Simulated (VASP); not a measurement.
# As (R-3m) in VASP: further runs

As is run at these levels: PBE, LDA, PBEsol; tasks: single point, relaxation of cell and atoms.

All numbers are computed with VASP 6.6.1; they aren't measurements. Logs are shortened: lines on timing, memory, paths and dates and some standing lists are left out, and cuts for length are marked.

## 1. The cell of the first run

The structure is trigonal, space group R-3m (No. 166). Conventional cell: a = 3.808 Å, b = 3.808 Å, c = 10.814 Å, α = 90.00°, β = 90.00°, γ = 120.00°. Within 3.4 Å of As (site symmetry 3m) lie 6 As at 2.55 to 3.19 Å.

## 2. Single point, PBE

INCAR

```
SYSTEM = As
PREC = Accurate
ENCUT = 520
EDIFF = 1E-6
ISMEAR = -1
SIGMA = 0.05
LREAL = .False.
LASPH = .True.
NELM = 100
ALGO = Normal
ISIF = 2
LWAVE = .False.
LCHARG = .False.
GGA = PE
NBANDS = 12
```

KPOINTS

```
Automatic mesh
0
Gamma
  9 9 9
  0 0 0
```

POSCAR

```
As
1.0
    1.9037978349      1.0991581924      3.6045211398
   -1.9037978349      1.0991581924      3.6045211398
    0.0000000000     -2.1983163849      3.6045211397
As
2
Direct
    0.2263270704      0.2263270704      0.2263270704
    0.7736729296      0.7736729296      0.7736729296
```

Potentials or basis: VASP PAW PBE potentials, release 64 (As).

Run with:

```
$ cat potpaw_PBE.64/As/POTCAR > POTCAR
$ mpirun -np 1 vasp_std > vasp.out
```

OUTCAR:

```text
SYSTEM = As
   PREC = Accurate
   ENCUT = 520
   EDIFF = 1E-6
   ISMEAR = -1
   LREAL = .False.
   LASPH = .True.
   NELM = 100
   ISIF = 2
   GGA = PE

 ion  position               nearest neighbor table
   1  0.226  0.226  0.226-   2 2.55   2 2.55   2 2.55
   2  0.774  0.774  0.774-   1 2.55   1 2.55   1 2.55

  LATTYP: Found a trigonal (rhomboedric) cell.
 ALAT       =     4.2219862121
 COS(alpha) =     0.5933338432

  Lattice vectors:

 A1 = (   1.9037978349,   1.0991581924,   3.6045211398)
 A2 = (  -1.9037978349,   1.0991581924,   3.6045211398)
 A3 = (   0.0000000000,  -2.1983163849,   3.6045211397)

Analysis of symmetry for initial positions (statically):
=====================================================================
 Subroutine PRICEL returns:
 Original cell was already a primitive cell.

 Routine SETGRP: Setting up the symmetry group for a
 trigonal (rhombohedral) supercell.

 Subroutine GETGRP returns: Found 12 space group operations
 (whereof 12 operations were pure point group operations)
 out of a pool of 12 trial point group operations.

The static configuration has the point symmetry D_3d.

Analysis of symmetry for dynamics (positions and initial velocities):
=====================================================================
 Subroutine PRICEL returns:
 Original cell was already a primitive cell.

 Routine SETGRP: Setting up the symmetry group for a
 trigonal (rhombohedral) supercell.

 Subroutine GETGRP returns: Found 12 space group operations
 (whereof 12 operations were pure point group operations)
 out of a pool of 12 trial point group operations.

The dynamic configuration has the point symmetry D_3d.

 Subroutine INISYM returns: Found 12 space group operations
 (whereof 12 operations are pure point group operations),
 and found     1 'primitive' translations

----------------------------------------------------------------------------------------

                                     Primitive cell

  volume of cell :      45.2564

  direct lattice vectors                    reciprocal lattice vectors
     1.903797835  1.099158192  3.604521140     0.262632928  0.151631192  0.092476454
    -1.903797835  1.099158192  3.604521140    -0.262632928  0.151631192  0.092476454
     0.000000000 -2.198316385  3.604521140     0.000000000 -0.303262384  0.092476454

  length of vectors
     4.221986212  4.221986212  4.221986212     0.317048841  0.317048841  0.317048841

  position of ions in fractional coordinates (direct lattice)
     0.226327070  0.226327070  0.226327070
     0.773672930  0.773672930  0.773672930

  ion indices of the primitive-cell ions
   primitive index   ion index
                 1           1
                 2           2

----------------------------------------------------------------------------------------

 KPOINTS: Automatic mesh

Automatic generation of k-mesh.
 Grid dimensions read from file:
 generate k-points for:    9    9    9

 Generating k-lattice:

  Cartesian coordinates                     Fractional coordinates (reciprocal lattice)
     0.029181436  0.016847910  0.010275162     0.111111111  0.000000000 -0.000000000
    -0.029181436  0.016847910  0.010275162     0.000000000  0.111111111 -0.000000000
     0.000000000 -0.033695820  0.010275162     0.000000000  0.000000000  0.111111111

  Length of vectors
     0.035227649  0.035227649  0.035227649

  Shift w.r.t. Gamma in fractional coordinates (k-lattice)
     0.000000000  0.000000000  0.000000000

 Subroutine IBZKPT returns following result:
 ===========================================

 Found     85 irreducible k-points:

 Following reciprocal coordinates:
            Coordinates               Weight
  0.000000  0.000000  0.000000      1.000000
  0.111111  0.000000  0.000000      6.000000
  0.222222  0.000000  0.000000      6.000000
  0.333333 -0.000000  0.000000      6.000000
  0.444444  0.000000  0.000000      6.000000
  0.111111  0.111111  0.000000      6.000000
[... 16 lines left out ...]
 -0.333333  0.333333  0.000000      6.000000
  0.444444  0.444444  0.000000      6.000000
 [... further k-points ...]
   k-points           NKPTS =     85   k-points in BZ     NKDIM =     85   number of bands    NBANDS=     12
   number of dos      NEDOS =    301   number of ions     NIONS =      2
   total plane-waves  NPLWV =  32768
   dimension x,y,z NGX =    32 NGY =   32 NGZ =   32
   dimension x,y,z NGXF=    64 NGYF=   64 NGZF=   64
   ions per type =               2
   NGX,Y,Z   is equivalent  to a cutoff of  12.60, 12.60, 12.60 a.u.
   NGXF,Y,Z  is equivalent  to a cutoff of  25.20, 25.20, 25.20 a.u.
 SYSTEM =  As
   PREC   = accura    normal or accurate (medium, high low for compatibility)
   ISTART =      0    job   : 0-new  1-cont  2-samecut
   ICHARG =      2    charge: 1-file 2-atom 10-const
   ISPIN  =      1    spin polarized calculation?
   LNONCOLLINEAR =      F non collinear calculations
   LSORBIT =      F    spin-orbit coupling
   LASPH  =      T    aspherical Exc in radial PAW
   ENCUT  =  520.0 eV  38.22 Ry    6.18 a.u.   7.85  7.85  7.85*2*pi/ulx,y,z
   NELM   =    100;   NELMIN=  2; NELMDL= -5     # of ELM steps
   EDIFF  = 0.1E-05   stopping-criterion for ELM
   LREAL  =      F    real-space projection
   EDIFFG = 0.1E-04   stopping-criterion for IOM
   NSW    =      0    number of steps for IOM
   IBRION =     -1    ionic relax: 0-MD 1-quasi-New 2-CG
   NFREE  =      0    steps in history (QN), initial steepest desc. (CG)
   ISIF   =      2    stress and relaxation
   ISYM   =      2    0-nonsym 1-usesym 2-fastsym
   POTIM  = 0.5000    time-step for ionic-motion
   TEBEG  =    0.0;   TEEND  =   0.0 temperature during run
   PSTRESS=    0.0 pullay stress
   NELECT =      10.0000    total number of electrons
   NUPDOWN=      -1.0000    fix difference up-down
   EMIN   =  10.00;   EMAX   =-10.00  energy-range for DOS
   EFERMI =   0.00;   METHOD = LEGACY
   ISMEAR =    -1;   SIGMA  =   0.05  broadening in eV -4-tet -1-fermi 0-gaus
   EFERMI_NEDOS =   21; number of points for ismear=-14 and -15
   IALGO  =     38    algorithm
   IMIX   =      4    mixing-type and parameters
     AMIX     =   0.40;   BMIX     =  1.00
     AMIX_MAG =   1.60;   BMIX_MAG =  1.00
  volume/ion in A,a.u.               =      22.63       152.70
  Fermi-wavevector in a.u.,A,eV,Ry     =   0.989726  1.870311 13.327683  0.979557
  Thomas-Fermi vector in A             =   2.121345
   LORBIT       =      0    0 simple, 1 ext, 2 COOP (PROOUT), +10 PAW based schemes
   GGA     = PE    functional components
   LHFCALC =     F    Hartree Fock is set to
   AEXX    =    0.0000 exact exchange contribution
   IVDW    =     0    specifies the selected vdW correction
   LEPSILON=     F    determine dielectric tensor
   LRPA    =     F    only Hartree local field effects (RPA)
 non-spin polarized calculation
  energy-cutoff  :      520.00
  volume of cell :       45.26
 maximum number of plane-waves:      1233
   NGX = 15   NGY = 15   NGZ = 15

 number of electron      10.0000000 magnetization

 number of electron       9.9999999 magnetization

 Free energy of the ion-electron system (eV)
  ---------------------------------------------------
  ext. energy  EPLUGINS =         0.00000000
  ---------------------------------------------------
  free energy    TOTEN  =        -9.35172458 eV

  energy without entropy =       -9.35060632  energy(sigma->0) =       -9.35116545

 E-fermi :   4.9298     XC(G=0):  -9.7480

 val. band max:        4.8266366804   @ k =   0.4444   0.0000   0.0000
 cond. band min:       5.0140782589   @ k =   0.4444   0.3333   0.3333
 fundamental gap:      0.1874415784
 Fermi energy:         4.9297989250

 k-point     1 :       0.0000    0.0000    0.0000
  band No.  band energies     occupation
      1      -9.7074      2.00000
      2      -1.1536      2.00000
      3       2.4948      2.00000
      4       3.0545      2.00000
      5       3.0545      2.00000
      6       6.5478      0.00000
      7       7.7468      0.00000
      8       7.7468      0.00000
      9      11.8819      0.00000
     10      11.8819      0.00000
     11      12.2491      0.00000
     12      13.6697      0.00000

 k-point     2 :       0.1111    0.0000    0.0000
  band No.  band energies     occupation
      1      -9.5493      2.00000
      2      -1.6272      2.00000
      3       2.5313      2.00000
      4       2.9317      2.00000
      5       2.9408      2.00000
      6       6.8012      0.00000
      7       7.4436      0.00000
      8       7.6356      0.00000
      9      10.9726      0.00000
     10      11.6103      0.00000
     11      11.7775      0.00000
     12      14.5105      0.00000

 k-point     3 :       0.2222    0.0000    0.0000
  band No.  band energies     occupation
      1      -9.0805      2.00000
      2      -2.8073      2.00000
      3       2.2700      2.00000
      4       2.6600      2.00000
      5       3.2884      2.00000
      6       6.2699      0.00000
      7       7.0637      0.00000
      8       7.2296      0.00000
      9      10.8970      0.00000
     10      11.4387      0.00000
     11      12.4043      0.00000
     12      16.3173      0.00000
[... 286 lines left out ...]
 k-point    23 :      -0.3333    0.3333    0.0000
  band No.  band energies     occupation
      1      -6.2265      2.00000
      2      -6.0994      2.00000
      3      -0.7071      2.00000
      4       1.8414      2.00000
      5       1.8583      2.00000
      6       7.2974      0.00000
      7       7.5190      0.00000
      8      10.5071      0.00000
      9      11.5236      0.00000
     10      12.7803      0.00000
     11      14.8875      0.00000
     12      17.1566      0.00000

 k-point    24 :       0.4444    0.4444    0.0000
  band No.  band energies     occupation
      1      -7.2838      2.00000
      2      -4.5397      2.00000
      3      -0.6441      2.00000
      4       1.0374      2.00000
      5       1.1131      2.00000
      6       6.5777      0.00000
      7       9.9904      0.00000
      8      11.2527      0.00000
      9      11.5028      0.00000
     10      15.2677      0.00000
     11      16.0129      0.00000
     12      17.2652      0.00000

 [... further k-points ...]
[... 5 lines left out ...]
  --------------------------------------------------------------------------------------
  -------------------------------------------------------------------------------------
  Total        0.0815771      0.0815771      0.0540348     -0.0000000      0.0000000      0.0000000
  in kB        2.8880133      2.8880133      1.9129519     -0.0000000      0.0000000      0.0000000
  external PRESSURE =       2.5629928 kB  Pullay stress =       0.0000000 kB

 VOLUME and BASIS-vectors are now :
 -----------------------------------------------------------------------------
  energy-cutoff  :      520.00
  volume of cell :       45.26
      direct lattice vectors                 reciprocal lattice vectors
     1.903797835  1.099158192  3.604521140     0.262632928  0.151631192  0.092476454
    -1.903797835  1.099158192  3.604521140    -0.262632928  0.151631192  0.092476454
     0.000000000 -2.198316385  3.604521140     0.000000000 -0.303262384  0.092476454

 POSITION                                       TOTAL-FORCE (eV/Angst)
 -----------------------------------------------------------------------------------
      0.00000     -0.00000      2.44740         0.000000     -0.000000      0.050667
      0.00000     -0.00000      8.36616         0.000000      0.000000     -0.050667
 -----------------------------------------------------------------------------------
    total drift:                               -0.000000     -0.000000      0.000000

  FREE ENERGIE OF THE ION-ELECTRON SYSTEM (eV)
  ---------------------------------------------------
  free  energy   TOTEN  =        -9.3517245795 eV

  energy  without entropy=       -9.3506063203  energy(sigma->0) =       -9.35116545
```

It took 14 s on 1 thread of Intel Xeon 6975P-C (Granite Rapids), shared host; peak memory 0.19 GiB.

Results:

```
Free energy            : -9.3517 eV
Pressure               : 0.3 GPa
Largest force          : 0.051 eV/Å
Band gap on the k mesh : zero (band 5 reaches 5.01 eV, above the bottom of band 6 at 4.83 eV)
```

Forces in eV/Å, atoms in the order of the input:
```
As   0.000  0.000  0.051
As   0.000  0.000 -0.051
```

Stress tensor (GPa, compression positive):
```
0.29 0.00 0.00
0.00 0.29 0.00
0.00 0.00 0.19
```

## 3. Relaxation of cell and atoms, LDA

This run uses another cell than the first one, of 21.53 Å³/atom, 0.951 times its volume.

INCAR

```
PREC     = Accurate       # precision mode
ENCUT    = 600            # plane-wave cutoff, eV
EDIFF    = 1E-7           # SCF threshold, eV
ISMEAR   = -1             # smearing method
SIGMA    = 0.05           # smearing width, eV
LREAL    = False          # projectors in reciprocal space
LASPH    = True           # aspherical terms in the spheres
NELM     = 80             # most SCF steps
ALGO     = Normal         # electronic algorithm
ISIF     = 3              # what is computed and relaxed
LWAVE    = False          # write WAVECAR
LCHARG   = False          # write CHGCAR
IBRION   = 2              # ionic algorithm
NSW      = 60             # ionic steps
EDIFFG   = -0.01          # ionic threshold
```

KPOINTS

```
regular mesh
0
Gamma
  9 9 9
```

POSCAR

```
As
1.0
    1.8807968987      1.0858785957      3.5140619945
   -1.8807968987      1.0858785957      3.5140619945
    0.0000000000     -2.1717571915      3.5140619945
As
2
Direct
    0.2260000000      0.2260000000      0.2260000000
    0.7740000000      0.7740000000      0.7740000000
```

Potentials or basis: VASP PAW LDA potentials, release 64 (As).

Run with:

```
$ cat potpaw_LDA.64/As/POTCAR > POTCAR
$ mpirun -np 1 vasp_std > vasp.out
```

OUTCAR:

```text
PREC = Accurate
   ENCUT = 600
   EDIFF = 1E-7
   ISMEAR = -1
   LREAL = False
   LASPH = True
   NELM = 80
   ISIF = 3
   IBRION = 2
   NSW = 60
   EDIFFG = -0.01

 ion  position               nearest neighbor table
   1  0.226  0.226  0.226-   2 2.51   2 2.51   2 2.51
   2  0.774  0.774  0.774-   1 2.51   1 2.51   1 2.51

  LATTYP: Found a trigonal (rhomboedric) cell.
 ALAT       =     4.1310000000
 COS(alpha) =     0.5854247172

  Lattice vectors:

 A1 = (   1.8807968987,   1.0858785957,   3.5140619945)
 A2 = (  -1.8807968987,   1.0858785957,   3.5140619945)
 A3 = (   0.0000000000,  -2.1717571915,   3.5140619945)

Analysis of symmetry for initial positions (statically):
=====================================================================
 Subroutine PRICEL returns:
 Original cell was already a primitive cell.

 Routine SETGRP: Setting up the symmetry group for a
 trigonal (rhombohedral) supercell.

 Subroutine GETGRP returns: Found 12 space group operations
 (whereof 12 operations were pure point group operations)
 out of a pool of 12 trial point group operations.

The static configuration has the point symmetry D_3d.

Analysis of symmetry for dynamics (positions and initial velocities):
[... 265 lines left out ...]

[... ionic steps 4 to 7 ...]

--------------------------------------- Ionic step        8  -------------------------------------------

 number of electron      10.0000000 magnetization

------------------------ aborting loop because EDIFF is reached ----------------------------------------
[... 67 lines left out ...]
--------------------------------------- Ionic step       10  -------------------------------------------

 number of electron      10.0000000 magnetization

 Free energy of the ion-electron system (eV)
  ---------------------------------------------------
  ext. energy  EPLUGINS =         0.00000000
  ---------------------------------------------------
  free energy    TOTEN  =       -10.79428529 eV

  energy without entropy =      -10.79296237  energy(sigma->0) =      -10.79362383

 E-fermi :   5.9448     XC(G=0): -10.4007

 val. band max:        5.8818604045   @ k =   0.3333   0.2222   0.2222
 cond. band min:       5.9779608559   @ k =   0.4444  -0.0000  -0.0000
 fundamental gap:      0.0961004514
 Fermi energy:         5.9448336259

 k-point     1 :       0.0000    0.0000    0.0000
  band No.  band energies     occupation
      1      -9.3318      2.00000
      2       0.4566      2.00000
      3       3.6014      2.00000
      4       3.8409      2.00000
      5       3.8409      2.00000
      6       8.1343      0.00000
      7       9.1366      0.00000
      8       9.1366      0.00000
      9      12.4028      0.00000
[... 265 lines left out ...]
 k-point    24 :       0.4444    0.4444   -0.0000
  band No.  band energies     occupation
      1      -6.5686      2.00000
      2      -3.4404      2.00000
      3      -0.3245      2.00000
      4       1.6155      2.00000
      5       1.6236      2.00000
      6       7.5565      0.00000
      7      11.6715      0.00000
      8      12.6132      0.00000
      9      13.3072      0.00000

 [... further k-points ...]
[... 5 lines left out ...]
  --------------------------------------------------------------------------------------
  -------------------------------------------------------------------------------------
  Total       -0.0130628     -0.0130628      0.0028152      0.0000000     -0.0000000      0.0000000
  in kB       -0.5116422     -0.5116422      0.1102638      0.0000000     -0.0000000      0.0000000
  external PRESSURE =      -0.3043402 kB  Pullay stress =       0.0000000 kB
[... 17 lines left out ...]
  FREE ENERGIE OF THE ION-ELECTRON SYSTEM (eV)
  ---------------------------------------------------
  free  energy   TOTEN  =       -10.7942852942 eV

  energy  without entropy=      -10.7929623663  energy(sigma->0) =      -10.79362383

 reached required accuracy - stopping structural energy minimisation
```

OSZICAR:

```text
N       E                     dE             d eps       ncg     rms          rms(c)
DAV:   1     0.336811893440E+02    0.33681E+02   -0.46803E+03  1530   0.104E+03
DAV:   2    -0.941970709929E+01   -0.43101E+02   -0.41879E+02  2381   0.129E+02
DAV:   3    -0.108078010989E+02   -0.13881E+01   -0.13774E+01  1718   0.288E+01
[... 75 lines left out ...]
       N       E                     dE             d eps       ncg     rms          rms(c)
DAV:   1    -0.107942921709E+02   -0.15755E-04   -0.89616E-04  1548   0.181E-01    0.128E-02
DAV:   2    -0.107942884014E+02    0.37695E-05   -0.29113E-05  1698   0.409E-02    0.850E-03
DAV:   3    -0.107942853268E+02    0.30746E-05   -0.68643E-06  1662   0.150E-02    0.137E-03
DAV:   4    -0.107942852942E+02    0.32622E-07   -0.10324E-07  1147   0.248E-03
  10 F= -.10794285E+02 E0= -.10793624E+02  d E =-.667342E-04
```

Run time: 1.7 min. Hardware: 1 thread of Intel Xeon 6975P-C (Granite Rapids), shared host; peak memory 0.19 GiB.

What came out:

| Quantity | Value |
| --- | --- |
| Free energy | -10.7943 eV |
| Relaxed volume | 20.45 Å³/atom |
| Relaxed cell | a = 3.972 Å, b = 3.972 Å, c = 3.972 Å, α = 56.66°, β = 56.66°, γ = 56.66° |
| Space group after relaxing (to 0.05 Å) | R-3m (No. 166) |
| Energy gained by relaxing | 14.2 meV/atom |
| Ionic steps | 10 |
| Pressure after relaxing | 0.0 GPa |
| Largest force after relaxing | 0.004 eV/Å |
| Band gap on the k mesh | 0.10 eV, indirect (least direct gap 0.60 eV) |

Forces in eV/Å, atoms in the order of the input:
```
As   0.000  0.000 -0.004
As   0.000  0.000  0.004
```

Step by step:
| step | energy change (eV) | largest force (eV/Å) | pressure (GPa) | volume (Å³) |
| --- | --- | --- | --- | --- |
| 1 | 0.0000 | 0.3330 | -0.94 | 43.06 |
| 2 | -0.0124 | 0.1838 | -0.37 | 42.27 |
| 3 | -0.0179 | 0.0085 | 0.46 | 41.30 |
| 4 | -0.0248 | 0.0868 | -0.32 | 41.29 |
| 5 | -0.0262 | 0.1379 | -0.76 | 41.27 |
| 6 | -0.0267 | 0.0694 | 0.76 | 40.44 |
| 7 | -0.0282 | 0.0260 | 0.02 | 40.83 |
| 8 | -0.0282 | 0.0238 | 0.04 | 40.82 |
| 9 | -0.0283 | 0.0105 | -0.01 | 40.88 |
| 10 | -0.0283 | 0.0040 | -0.03 | 40.91 |

Final structure:
```
As
1.0
     1.88509    1.08836    3.32296
    -1.88509    1.08836    3.32296
     0.00000   -2.17672    3.32296
As
2
Direct
  0.23074 0.23074 0.23074
  0.76926 0.76926 0.76926
```

Levels at points of the mesh, in eV from the valence-band top:
```
           k point  band 2  band 3  band 4  band 5  band 6  band 7  band 8  band 9
(0.00, 0.00, 0.00)   -5.43   -2.28   -2.04   -2.04    2.25    3.25    3.25    6.52
```

A k mesh can miss the band edges. LDA usually gives volumes a few per cent too small.

(Part 1 of 2 ends here.)
